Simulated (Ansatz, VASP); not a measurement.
# One calculation of WS2, two programs

File INCAR:

```
PREC     = Accurate       # precision mode
ENCUT    = 500            # plane-wave cutoff, eV
EDIFF    = 1E-6           # SCF threshold, eV
ISMEAR   = 0              # smearing method
SIGMA    = 0.025          # smearing width, eV
LREAL    = F              # projectors in reciprocal space
LASPH    = T              # aspherical terms in the spheres
NELM     = 120            # most SCF steps
ALGO     = Normal         # electronic algorithm
ISIF     = 2              # what is computed and relaxed
LWAVE    = F              # write WAVECAR
LCHARG   = T              # write CHGCAR
GGA      = LIBXC          # functional
LIBXC1   = GGA_X_PBE    
LIBXC2   = LDA_C_PW     
LELF     = T              # ELF
LVHAR    = T            
NBANDS   = 20             # bands
GGA_COMPAT= F
```

Contents of KPOINTS:

```
Automatic mesh
0
Gamma
  10 10 10
```

File POSCAR:

```
WS2
1.0
    1.5467664657      0.8930260354      6.0375157167
   -1.5467664657      0.8930260354      6.0375157167
    0.0000000000     -1.7860520706      6.0375157167
W S
1 2
Direct
    0.0000000000      0.0000000000      0.0000000000
    0.5810000000      0.5810000000      0.5810000000
    0.7503000000      0.7503000000      0.7503000000
```

Contents of input.yaml:

```yaml
crystal:
  lattice:
    - [1.5467664657, 0.8930260354, 6.0375157167]
    - [-1.5467664657, 0.8930260354, 6.0375157167]
    - [0.0, -1.7860520706, 6.0375157167]
  atoms:
    - { symbol: W, position: [0.0, 0.0, 0.0] }
    - { symbol: S, position: [0.581, 0.581, 0.581] }
    - { symbol: S, position: [0.7503, 0.7503, 0.7503] }
kpoints:
  mp_grid: { grid: [10, 10, 10] }
scf:
  occupations: { method: gaussian, width: 0.025 }
hamiltonian:
  xc: { exchange: pbe, correlation: lda }
  pseudopotentials:
    kind: all_electron
    lapw: { basis_error: 0.002 }
    dirac_shells: { S: ["2p"], W: ["4p", "4d"] }
output:
  forces: true
  stress: true
  eigenvalues: true
```

Change from the starting cell: volume scaled by 0.94.

Alike in both runs: task single point; functional pbe exchange, lda correlation; k mesh 10 × 10 × 10; occupations gaussian, width 0.025 eV; no spin polarisation.

|  | VASP | Ansatz |
| --- | --- | --- |
| version | VASP 6.6.1 | Ansatz 0.2.0 |
| potentials or method | VASP PAW PBE potentials, release 64 (W_sv, S), cutoff 500 eV | all-electron LAPW, inner shells corrected to Dirac's equation |

Ansatz gave:

```
gap on the k mesh at the Fermi level (eV)                     : 1.08
least direct gap on the mesh (eV)                             : 2.39
pressure (GPa)                                                : 28.2
traceless stress, the component that is largest in VASP (GPa) : -1.17
rms of the force components (eV/Å)                            : 0.912
```

**Question.** Estimate VASP's values.

**Answer.** gap on the k mesh at the Fermi level (eV): 1.09; least direct gap on the mesh (eV): 2.40; pressure (GPa): 27.9; traceless stress, the component that is largest in VASP (GPa): -1.22; rms of the force components (eV/Å): 0.900.

VASP's potentials were made for PBE, not for pbe exchange, lda correlation. Atom by atom the forces differ by 0.012 eV/Å (rms over components). Ansatz ran all-electron here, and VASP with PAW potentials.

Neither program's run includes spin-orbit coupling.
